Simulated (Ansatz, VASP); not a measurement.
**TiB in VASP and in Ansatz**

File POSCAR:

```
TiB
1.0
    0.0000000000      2.0484750000      2.0484750000
    2.0484750000      0.0000000000      2.0484750000
    2.0484750000      2.0484750000      0.0000000000
Ti B
1 1
Direct
    0.7500000000      0.7500000000      0.7500000000
    0.0000000000      0.0000000000      0.0000000000
```

Contents of INCAR.step1:

```
PREC = Accurate
ENCUT = 520
ISMEAR = 0
SIGMA = 0.15
LREAL = False
LASPH = True
NELM = 80
NBANDS = 14
GGA = PE
ALGO = Normal
EDIFF = 1E-4
LWAVE = True
LCHARG = False
```

Contents of INCAR.step2:

```
PREC = Accurate
ENCUT = 520
EDIFF = 1E-7
ISMEAR = 0
SIGMA = 0.15
LREAL = False
LASPH = True
NELM = 80
ALGO = Normal
ISIF = 2
LWAVE = False
LCHARG = True
METAGGA = R2SCAN
LMIXTAU = True
LELF = True
LVHAR = True
NBANDS = 14
ISTART = 1
```

KPOINTS

```
regular mesh
0
Gamma
  20 20 20
```

Input for Ansatz:

```yaml
crystal:
  lattice:
    - [0.0, 2.048475, 2.048475]
    - [2.048475, 0.0, 2.048475]
    - [2.048475, 2.048475, 0.0]
  atoms:
    - { symbol: Ti, position: [0.75, 0.75, 0.75] }
    - { symbol: B, position: [0.0, 0.0, 0.0] }
basis:
  ecutwfc: 500
kpoints:
  mp_grid: { grid: [20, 20, 20] }
hamiltonian:
  xc: r2scan
scf:
  occupations: { method: gaussian, width: 0.15 }
output:
  forces: true
  stress: true
  eigenvalues: true
```

Change from the starting cell: strain -0.025 along x and y, -0.025 along z, atoms carried along.

Alike in both runs: task single point; functional r2SCAN; k mesh 20 × 20 × 20; occupations gaussian, width 0.15 eV; no spin polarisation.

|  | VASP | Ansatz |
| --- | --- | --- |
| version | VASP 6.6.1 | Ansatz 0.2.0 |
| potentials or method | VASP PAW PBE potentials, release 64 (Ti_sv, B), cutoff 520 eV | scalar-relativistic, plane waves, PAW |
| valence electrons in the cell | 15 | 15 |

```tsv
	VASP	Ansatz	Ansatz less VASP
gap on the k mesh at the Fermi level (eV)	none	none	-
pressure (GPa)	159.2	158.0	-1.25
```

VASP's potentials were made for PBE, not for r2SCAN. A gap of «none» marks a metal or a gap that the smearing closes. Both programs put the cell under a high pressure, so it lies far from rest at this level.

Noted on VASP's run: the cell as given lies far from equilibrium.
